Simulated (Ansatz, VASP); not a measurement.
# One calculation of Ga2O, two programs

```
Ga O
1.0
    -2.68066    2.68066    3.12181
     2.68066   -2.68066    3.12181
     2.68066    2.68066   -3.12181
Ga O
4 2
Direct
  0.18908 0.68908 0.87815
  0.31092 0.18908 0.50000
  0.68908 0.81092 0.50000
  0.81092 0.31092 0.12185
  0.75000 0.75000 0.00000
  0.25000 0.25000 0.00000
```

Change from the starting cell: species swapped into the PtPb2 type (I4/mcm, No. 140).

Alike in both runs: functional PBE; k mesh 10 × 10 × 10; occupations gaussian, width 0.1 eV; no spin polarisation.

Ansatz relaxed the structure, and its values are those at the end. VASP's run is a single point on that final structure, the one shown.

|  | VASP | Ansatz |
| --- | --- | --- |
| version | VASP 6.6.1 | Ansatz 0.2.0 |
| potentials or method | VASP PAW PBE potentials, release 64 (Ga_d, O), cutoff 520 eV | scalar-relativistic, plane waves, PAW |
| valence electrons in the cell | 64 | 64 |

Ansatz gave:

- gap on the k mesh at the Fermi level (eV): none
- pressure (GPa): 0.0

**Question.** What did VASP give for the same quantities?

**Answer.** gap on the k mesh at the Fermi level (eV): none; pressure (GPa): 0.1.

A gap of «none» marks a metal or a gap that the smearing closes.
